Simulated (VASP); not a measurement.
# ZnO (zincite) (P6_3mc) in VASP: further runs

ZnO (zincite) is run at these levels: PBE, r2SCAN; tasks: single point.

All numbers are computed with VASP 6.6.1; they aren't measurements. Logs are shortened: lines on timing, memory, paths and dates and some standing lists are left out, and cuts for length are marked.

**Measured values to compare with.**

From “Electronic structure of alkaline earth and post-transition metal oxides”, 2009, arxiv:0908.1581, for a bulk crystal of ZnO: band gap 3.37 eV.

The results are compared with them further down.

## Step 1: The cell of the first run

It takes space group P6_3mc (No. 186, hexagonal). Conventional cell: a = 3.271 Å, b = 3.271 Å, c = 5.240 Å, α = 90.00°, β = 90.00°, γ = 120.00°. Zn (site symmetry 3m) has 4 O at 1.99 Å within 2.6 Å. Within 2.6 Å of O (site symmetry 3m) lie 4 Zn at 1.99 Å.

## Step 2: Single point, PBE

Input file INCAR:

```
SYSTEM = ZnO
ALGO = Normal ; EDIFF = 1E-6
ENCUT = 520 ; GGA = PE
ISIF = 2 ; ISMEAR = -1
LASPH = .TRUE. ; LCHARG = .TRUE.
LELF = .TRUE. ; LREAL = .FALSE.
LVHAR = .TRUE. ; LWAVE = .FALSE.
NBANDS = 26 ; NELM = 100
PREC = Accurate ; SIGMA = 0.05
```

Input file KPOINTS:

```
k-points
0
G
  9 9 5
  0 0 0
```

Input file POSCAR:

```
ZnO
1.0
    3.2708272232      0.0000000000      0.0000000000
   -1.6354136116      2.8326194666      0.0000000000
    0.0000000000      0.0000000000      5.2401848988
Zn O
2 2
Direct
    0.6666666667      0.3333333333      0.0000000000
    0.3333333333      0.6666666667      0.5000000000
    0.3333333333      0.6666666667      0.8790100000
    0.6666666667      0.3333333333      0.3790100000
```

Potentials or basis: VASP PAW PBE potentials, release 64 (Zn, O).

Started as:

```
> cat potpaw_PBE.64/Zn/POTCAR potpaw_PBE.64/O/POTCAR > POTCAR
> mpirun -np 1 vasp_std > vasp.out
```

OUTCAR:

```text
SYSTEM = ZnO
   EDIFF = 1E-6
   ENCUT = 520
   GGA = PE
   ISIF = 2
   ISMEAR = -1
   LASPH = .TRUE.
   LREAL = .FALSE.
   NELM = 100
   PREC = Accurate

 ion  position               nearest neighbor table
   1  0.667  0.333  0.000-   4 1.99   3 1.99   3 1.99   3 1.99
   2  0.333  0.667  0.500-   3 1.99   4 1.99   4 1.99   4 1.99
   3  0.333  0.667  0.879-   2 1.99   1 1.99   1 1.99   1 1.99
   4  0.667  0.333  0.379-   1 1.99   2 1.99   2 1.99   2 1.99

  LATTYP: Found a hexagonal cell.
 ALAT       =     3.2708272232
 C/A-ratio  =     1.6020977390

  Lattice vectors:

 A1 = (   3.2708272232,   0.0000000000,   0.0000000000)
 A2 = (  -1.6354136116,   2.8326194666,   0.0000000000)
 A3 = (   0.0000000000,   0.0000000000,   5.2401848988)

Analysis of symmetry for initial positions (statically):
=====================================================================
 Subroutine PRICEL returns:
 Original cell was already a primitive cell.

 Routine SETGRP: Setting up the symmetry group for a
 hexagonal supercell.

 Subroutine GETGRP returns: Found 12 space group operations
 (whereof  6 operations were pure point group operations)
 out of a pool of 24 trial point group operations.

The static configuration has the point symmetry C_3v.
 The point group associated with its full space group is C_6v.

Analysis of symmetry for dynamics (positions and initial velocities):
=====================================================================
 Subroutine PRICEL returns:
 Original cell was already a primitive cell.

 Routine SETGRP: Setting up the symmetry group for a
 hexagonal supercell.

 Subroutine GETGRP returns: Found 12 space group operations
 (whereof  6 operations were pure point group operations)
 out of a pool of 24 trial point group operations.

The dynamic configuration has the point symmetry C_3v.
 The point group associated with its full space group is C_6v.

 Subroutine INISYM returns: Found 12 space group operations
 (whereof  6 operations are pure point group operations),
 and found     1 'primitive' translations

----------------------------------------------------------------------------------------

                                     Primitive cell

  volume of cell :      48.5504

  direct lattice vectors                    reciprocal lattice vectors
     3.270827223  0.000000000  0.000000000     0.305733055  0.176515062  0.000000000
    -1.635413612  2.832619467  0.000000000     0.000000000  0.353030123  0.000000000
     0.000000000  0.000000000  5.240184899     0.000000000  0.000000000  0.190832961

  length of vectors
     3.270827223  3.270827223  5.240184899     0.353030123  0.353030123  0.190832961

  position of ions in fractional coordinates (direct lattice)
     0.666666667  0.333333333  0.000000000
     0.333333333  0.666666667  0.500000000
     0.333333333  0.666666667  0.879010000
     0.666666667  0.333333333  0.379010000

  ion indices of the primitive-cell ions
   primitive index   ion index
                 1           1
                 2           2
                 3           3
                 4           4

----------------------------------------------------------------------------------------

 KPOINTS: k-points

Automatic generation of k-mesh.
 Grid dimensions read from file:
 generate k-points for:    9    9    5

 Generating k-lattice:

  Cartesian coordinates                     Fractional coordinates (reciprocal lattice)
     0.033970339  0.019612785  0.000000000     0.111111111  0.000000000  0.000000000
     0.000000000  0.039225569  0.000000000     0.000000000  0.111111111  0.000000000
     0.000000000  0.000000000  0.038166592     0.000000000  0.000000000  0.200000000

  Length of vectors
     0.039225569  0.039225569  0.038166592

  Shift w.r.t. Gamma in fractional coordinates (k-lattice)
     0.000000000  0.000000000  0.000000000

 Subroutine IBZKPT returns following result:
 ===========================================

 Found     36 irreducible k-points:

 Following reciprocal coordinates:
            Coordinates               Weight
  0.000000  0.000000  0.000000      1.000000
  0.111111  0.000000  0.000000      6.000000
  0.222222  0.000000  0.000000      6.000000
  0.333333  0.000000  0.000000      6.000000
  0.444444  0.000000  0.000000      6.000000
  0.111111  0.111111  0.000000      6.000000
[... 16 lines left out ...]
  0.333333  0.222222  0.200000     24.000000
  0.333333  0.333333  0.200000      4.000000
 [... further k-points ...]
   k-points           NKPTS =     36   k-points in BZ     NKDIM =     36   number of bands    NBANDS=     26
   number of dos      NEDOS =    301   number of ions     NIONS =      4
   total plane-waves  NPLWV =  23040
   dimension x,y,z NGX =    24 NGY =   24 NGZ =   40
   dimension x,y,z NGXF=    48 NGYF=   48 NGZF=   80
   ions per type =               2   2
   NGX,Y,Z   is equivalent  to a cutoff of  12.20, 12.20, 12.69 a.u.
   NGXF,Y,Z  is equivalent  to a cutoff of  24.40, 24.40, 25.38 a.u.
 SYSTEM =  ZnO
   PREC   = accura    normal or accurate (medium, high low for compatibility)
   ISTART =      0    job   : 0-new  1-cont  2-samecut
   ICHARG =      2    charge: 1-file 2-atom 10-const
   ISPIN  =      1    spin polarized calculation?
   LNONCOLLINEAR =      F non collinear calculations
   LSORBIT =      F    spin-orbit coupling
   LASPH  =      T    aspherical Exc in radial PAW
   ENCUT  =  520.0 eV  38.22 Ry    6.18 a.u.   6.08  6.08  9.74*2*pi/ulx,y,z
   NELM   =    100;   NELMIN=  2; NELMDL= -5     # of ELM steps
   EDIFF  = 0.1E-05   stopping-criterion for ELM
   LREAL  =      F    real-space projection
   EDIFFG = 0.1E-04   stopping-criterion for IOM
   NSW    =      0    number of steps for IOM
   IBRION =     -1    ionic relax: 0-MD 1-quasi-New 2-CG
   NFREE  =      0    steps in history (QN), initial steepest desc. (CG)
   ISIF   =      2    stress and relaxation
   ISYM   =      2    0-nonsym 1-usesym 2-fastsym
   POTIM  = 0.5000    time-step for ionic-motion
   TEBEG  =    0.0;   TEEND  =   0.0 temperature during run
   PSTRESS=    0.0 pullay stress
   NELECT =      36.0000    total number of electrons
   NUPDOWN=      -1.0000    fix difference up-down
   EMIN   =  10.00;   EMAX   =-10.00  energy-range for DOS
   EFERMI =   0.00;   METHOD = LEGACY
   ISMEAR =    -1;   SIGMA  =   0.05  broadening in eV -4-tet -1-fermi 0-gaus
   EFERMI_NEDOS =   21; number of points for ismear=-14 and -15
   IALGO  =     38    algorithm
   IMIX   =      4    mixing-type and parameters
     AMIX     =   0.40;   BMIX     =  1.00
     AMIX_MAG =   1.60;   BMIX_MAG =  1.00
  volume/ion in A,a.u.               =      12.14        81.91
  Fermi-wavevector in a.u.,A,eV,Ry     =   1.481761  2.800122 29.873168  2.195616
  Thomas-Fermi vector in A             =   2.595631
   LORBIT       =      0    0 simple, 1 ext, 2 COOP (PROOUT), +10 PAW based schemes
   GGA     = PE    functional components
   LHFCALC =     F    Hartree Fock is set to
   AEXX    =    0.0000 exact exchange contribution
   IVDW    =     0    specifies the selected vdW correction
   LEPSILON=     F    determine dielectric tensor
   LRPA    =     F    only Hartree local field effects (RPA)
 non-spin polarized calculation
  energy-cutoff  :      520.00
  volume of cell :       48.55
 maximum number of plane-waves:      1323
   NGX = 13   NGY = 13   NGZ = 19

 number of electron      36.0000022 magnetization

 Free energy of the ion-electron system (eV)
  ---------------------------------------------------
  ext. energy  EPLUGINS =         0.00000000
  ---------------------------------------------------
  free energy    TOTEN  =       -17.84966191 eV

  energy without entropy =      -17.84965669  energy(sigma->0) =      -17.84965930

 E-fermi :   1.4447     XC(G=0): -10.8062

 val. band max:        1.0230368392   @ k =   0.0000   0.0000   0.0000
 cond. band min:       1.7834416600   @ k =   0.0000   0.0000   0.0000
 fundamental gap:      0.7604048208
 Fermi energy:         1.4447015837

 k-point     1 :       0.0000    0.0000    0.0000
  band No.  band energies     occupation
      1     -16.9074      2.00000
      2     -16.2061      2.00000
      3      -4.5713      2.00000
      4      -4.5713      2.00000
      5      -4.5343      2.00000
      6      -4.4519      2.00000
[... 18 lines left out ...]
     25      15.0159      0.00000
     26      15.0159      0.00000

 k-point     2 :       0.1111    0.0000    0.0000
  band No.  band energies     occupation
      1     -16.8428      2.00000
      2     -16.1783      2.00000
      3      -4.6433      2.00000
      4      -4.5341      2.00000
      5      -4.4942      2.00000
      6      -4.4029      2.00000
[... 18 lines left out ...]
     25      15.1521      0.00000
     26      15.1603      0.00000

 k-point     3 :       0.2222    0.0000    0.0000
  band No.  band energies     occupation
      1     -16.6709      2.00000
      2     -16.1121      2.00000
      3      -4.7801      2.00000
      4      -4.4730      2.00000
      5      -4.4475      2.00000
      6      -4.3418      2.00000
[... 18 lines left out ...]
     25      14.4501      0.00000
     26      15.1282      0.00000

 k-point     4 :       0.3333    0.0000    0.0000
  band No.  band energies     occupation
      1     -16.4526      2.00000
      2     -16.0511      2.00000
      3      -4.8517      2.00000
      4      -4.5096      2.00000
      5      -4.3693      2.00000
      6      -4.1747      2.00000
[... 18 lines left out ...]
     25      14.3014      0.00000
     26      14.9526      0.00000
[... 496 lines left out ...]
      1     -16.3149      2.00000
      2     -16.0615      2.00000
      3      -4.7075      2.00000
      4      -4.6328      2.00000
      5      -4.2857      2.00000
      6      -4.2494      2.00000
[... 18 lines left out ...]
     25      12.9925      0.00000
     26      16.1924      0.00000

 k-point    23 :       0.3333    0.2222    0.2000
  band No.  band energies     occupation
      1     -16.1783      2.00000
      2     -16.0534      2.00000
      3      -4.6486      2.00000
      4      -4.4750      2.00000
      5      -4.3179      2.00000
      6      -4.1126      2.00000
[... 18 lines left out ...]
     25      13.7897      0.00000
     26      15.2191      0.00000

 k-point    24 :       0.3333    0.3333    0.2000
  band No.  band energies     occupation
      1     -16.0912      2.00000
      2     -16.0912      2.00000
      3      -4.5703      2.00000
      4      -4.3612      2.00000
      5      -4.3612      2.00000
      6      -3.9971      2.00000
[... 18 lines left out ...]
     25      14.4985      0.00000
     26      15.4238      0.00000

 [... further k-points ...]

------------------------ aborting loop because EDIFF is reached ----------------------------------------

  FORCE on cell =-STRESS in cart. coord.  units (eV):
  Direction    XX          YY          ZZ          XY          YZ          ZX
  --------------------------------------------------------------------------------------
  -------------------------------------------------------------------------------------
  Total        0.7536839      0.7536839      1.2597087      0.0000000     -0.0000000      0.0000000
  in kB       24.8718074     24.8718074     41.5707870      0.0000000     -0.0000000      0.0000000
  external PRESSURE =      30.4381339 kB  Pullay stress =       0.0000000 kB

 VOLUME and BASIS-vectors are now :
 -----------------------------------------------------------------------------
  energy-cutoff  :      520.00
  volume of cell :       48.55
      direct lattice vectors                 reciprocal lattice vectors
     3.270827223  0.000000000  0.000000000     0.305733055  0.176515062  0.000000000
    -1.635413612  2.832619467  0.000000000     0.000000000  0.353030123  0.000000000
     0.000000000  0.000000000  5.240184899     0.000000000  0.000000000  0.190832961

 POSITION                                       TOTAL-FORCE (eV/Angst)
 -----------------------------------------------------------------------------------
      1.63541      0.94421      0.00000         0.000000      0.000000     -0.067069
     -0.00000      1.88841      2.62009        -0.000000     -0.000000     -0.067069
     -0.00000      1.88841      4.60617        -0.000000      0.000000      0.067069
      1.63541      0.94421      1.98608        -0.000000      0.000000      0.067069
 -----------------------------------------------------------------------------------
    total drift:                               -0.000001     -0.000001     -0.000659

  FREE ENERGIE OF THE ION-ELECTRON SYSTEM (eV)
  ---------------------------------------------------
  free  energy   TOTEN  =       -17.8496619104 eV

  energy  without entropy=      -17.8496566886  energy(sigma->0) =      -17.84965930
```

Wall time 28 s (1 thread of Intel Xeon Platinum 8488C (Sapphire Rapids), shared host); peak memory 0.18 GiB.

What came out:

- Free energy: -17.8497 eV
- Pressure: 3.0 GPa
- Largest force: 0.067 eV/Å
- Band gap on the k mesh: 0.76 eV, direct

Forces in eV/Å, atoms in the order of the input:
```
Zn   0.000  0.000 -0.067
Zn   0.000  0.000 -0.067
O    0.000  0.000  0.067
O    0.000  0.000  0.067
```

Stress tensor (GPa, compression positive):
```
2.49 0.00 0.00
0.00 2.49 0.00
0.00 0.00 4.16
```

Levels at points of the mesh, in eV from the valence-band top:
```tsv
k point	band 16	band 17	band 18	band 19	band 20	band 21
(0.00, 0.00, 0.00)	-0.06	0.00	0.00	0.76	5.14	8.20
```

[end of part 1 of 2]
